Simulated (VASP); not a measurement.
Runs of VASP 6.6.1 on Sr3NbZn. The structure is that of space group Pm-3m (No. 221), or close to it. The cells are those of the table. 

```tsv
task	cell	k mesh	cutoff (eV)	gap on the mesh (eV)	pressure (GPa)	relaxed volume (Å³/atom)
single point	a = 5.829 Å, 5 atoms	4 × 4 × 4	520	none	(a)	-
relaxation of cell and atoms	relaxed from a = 4.947 Å, 5 atoms	4 × 4 × 4	600	none	0.1	39.91
relaxation of cell and atoms	relaxed from a = 5.829 Å, 5 atoms	6 × 6 × 6	600	none	0.0	40.20
single point	a = 4.947 Å, 5 atoms	4 × 4 × 4	520	none	26.5	-
```

Alike in all rows: level PBE; potentials or basis VASP PAW PBE potentials, release 64 (Sr_sv, Nb_sv, Zn); no spin polarisation; smearing gaussian 0.1 eV.

Q: Estimate the missing entries.

A: (a) 0.3.

Caveats: the volume moved by over 15 % at a fixed basis, so the end points are rough (at least some runs); the cell stands under pressure (at least some runs).

A k mesh can miss the band edges, and the runs leave out spin-orbit coupling on Nb, Sr.

A gap of «none» marks levels without a gap at the run's occupations.
